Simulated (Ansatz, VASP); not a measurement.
## Two plane-wave programs on Mg

The input INCAR:

```
PREC     = Accurate       # precision mode
ENCUT    = 600            # plane-wave cutoff, eV
EDIFF    = 1E-6           # SCF threshold, eV
ISMEAR   = 0              # smearing method
SIGMA    = 0.1            # smearing width, eV
LREAL    = F              # projectors in reciprocal space
LASPH    = T              # aspherical terms in the spheres
NELM     = 120            # most SCF steps
ALGO     = Normal         # electronic algorithm
ISIF     = 2              # what is computed and relaxed
LWAVE    = F              # write WAVECAR
LCHARG   = T              # write CHGCAR
GGA      = PE             # functional
LELF     = T              # ELF
LVHAR    = T            
NBANDS   = 7              # bands
GGA_COMPAT= F
```

KPOINTS

```
regular mesh
0
Gamma
  16 16 16
```

File POSCAR:

```
Mg
1.0
    0.0000000000      2.2564871952      2.2564871952
    2.2564871952      0.0000000000      2.2564871952
    2.2564871952      2.2564871952      0.0000000000
Mg
1
Direct
    0.0000000000      0.0000000000      0.0000000000
```

Input for Ansatz:

```yaml
crystal:
  lattice:
    - [0.0, 2.2564871952, 2.2564871952]
    - [2.2564871952, 0.0, 2.2564871952]
    - [2.2564871952, 2.2564871952, 0.0]
  atoms:
    - { symbol: Mg, position: [0.0, 0.0, 0.0] }
basis:
  ecutwfc: 420
kpoints:
  mp_grid: { grid: [16, 16, 16] }
hamiltonian:
  xc: pbe
scf:
  occupations: { method: gaussian, width: 0.1 }
output:
  forces: true
  stress: true
  eigenvalues: true
```

Alike in both runs: task single point; functional PBE; k mesh 16 × 16 × 16; occupations gaussian, width 0.1 eV; no spin polarisation.

|  | VASP | Ansatz |
| --- | --- | --- |
| version | VASP 6.6.1 | Ansatz 0.2.0 |
| potentials or method | VASP PAW PBE potentials, release 64 (Mg), cutoff 600 eV | scalar-relativistic, plane waves, PAW |
| valence electrons in the cell | 2 | 10 |

VASP gave:

* gap on the k mesh at the Fermi level (eV): none
* pressure (GPa): 0.1

Which values does Ansatz return?

gap on the k mesh at the Fermi level (eV): none; pressure (GPa): 0.2.

A gap of «none» marks a metal or a gap that the smearing closes. VASP's potentials hold 2 valence electrons a cell and Ansatz's 10, so a difference there can come from the potentials and not from the codes.
